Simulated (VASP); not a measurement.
Here is a VASP 6.6.1 calculation.

The input INCAR:

```
SYSTEM = ZrC
PREC = Accurate
ENCUT = 520
EDIFF = 1E-8
ISMEAR = -1
SIGMA = 0.05
LREAL = .FALSE.
LASPH = .TRUE.
NELM = 100
ALGO = Normal
ISIF = 2
LWAVE = .FALSE.
LCHARG = .FALSE.
GGA = PS
LEFG = .TRUE.
NBANDS = 15
```

Contents of KPOINTS:

```
regular mesh
0
G
  15 15 15
  0 0 0
```

The input POSCAR:

```
ZrC
1.0
    0.0000000000      2.3184465117      2.3184465117
    2.3184465117      0.0000000000      2.3184465117
    2.3184465117      2.3184465117      0.0000000000
Zr C
1 1
Direct
    0.5000000000      0.5000000000      0.5000000000
    0.0000000000      0.0000000000      0.0000000000
```

Potentials or basis: VASP PAW PBE potentials, release 64 (Zr_sv, C).

The run is started by

```sh
$ cat potpaw_PBE.64/Zr_sv/POTCAR potpaw_PBE.64/C/POTCAR > POTCAR
$ mpirun -np 1 vasp_std > vasp.out
```

(1) Estimate the band gap on the k mesh.

(2) Estimate the pressure.

Results:

(1) zero (bands 8 and 9 overlap by 1.33 eV).

(2) 5.5 GPa.

Caveat: the cell stands under pressure; the PAW data sets were made with another functional, which shifts forces and pressure a little.
